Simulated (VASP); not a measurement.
## WS2: single point with PBEsol

WS2:

```xyz
3
Lattice="1.5790 0.9116 6.1633 -1.5790 0.9116 6.1633 0.0000 -1.8233 6.1633" Properties=species:S:1:pos:R:3 pbc="T T T"
W     0.0000    0.0000    0.0000
S     0.0000    0.0000   13.8730
S     0.0000    0.2000   10.9427
```

This cell differs from its parent crystal: atom 3 (S) moved by (+0.200, +0.200) A along y and z.

```
Program             : VASP 6.6.1
Task                : single point
Functional          : PBEsol
Potentials or basis : VASP PAW PBE potentials, release 64 (W_sv, S)
Cutoff              : 520 eV
k mesh              : 12 × 12 × 12
Occupations         : gaussian, width 0.05 eV
Spin                : no spin polarisation
```

- Pressure: 14.5 GPa
- Largest force: 6.144 eV/Å
- Band gap on the k mesh: 0.39 eV, indirect (least direct gap 1.26 eV)

Forces on the atoms (eV/Å):
```
W    0.000  3.724  4.077
S    0.000  0.033  0.784
S    0.000 -3.757 -4.861
```

Stress tensor (GPa, compression positive):
```
 3.95  0.00  0.00
 0.00 15.56 15.53
 0.00 15.53 23.97
```

Levels at points of the mesh, in eV from the valence-band top:
| k point | band 11 | band 12 | band 13 | band 14 | band 15 | band 16 |
| --- | --- | --- | --- | --- | --- | --- |
| (0.00, 0.00, 0.00) | -2.56 | -2.10 | -0.90 | 1.24 | 1.82 | 2.56 |
| (0.50, 0.00, 0.00) | -2.75 | -2.61 | -1.61 | 1.75 | 2.19 | 2.93 |
| (0.00, 0.00, 0.50) | -3.09 | -2.46 | -2.34 | 1.56 | 2.12 | 3.20 |
| (0.50, 0.50, 0.00) | -3.30 | -2.58 | -2.28 | 1.53 | 2.21 | 3.18 |
| (0.50, 0.00, 0.50) | -3.27 | -2.72 | -1.58 | 1.70 | 2.36 | 2.62 |
| (0.50, 0.50, 0.50) | -3.44 | -2.54 | 0.00 | 1.26 | 1.72 | 2.63 |

Run time: 10 min on 1 thread of Intel(R) Xeon(R) 6975P-C (Granite Rapids), on a shared host, peak memory 0.66 GiB.

Caveat: the cell differs from its parent crystal (atom 3 (S) moved by (+0.200, +0.200) A along y and z); the PAW data sets were made with another functional, which shifts forces and pressure a little; spin-orbit coupling is left out, which moves the levels of the heavy elements. A k mesh can miss the band edges.
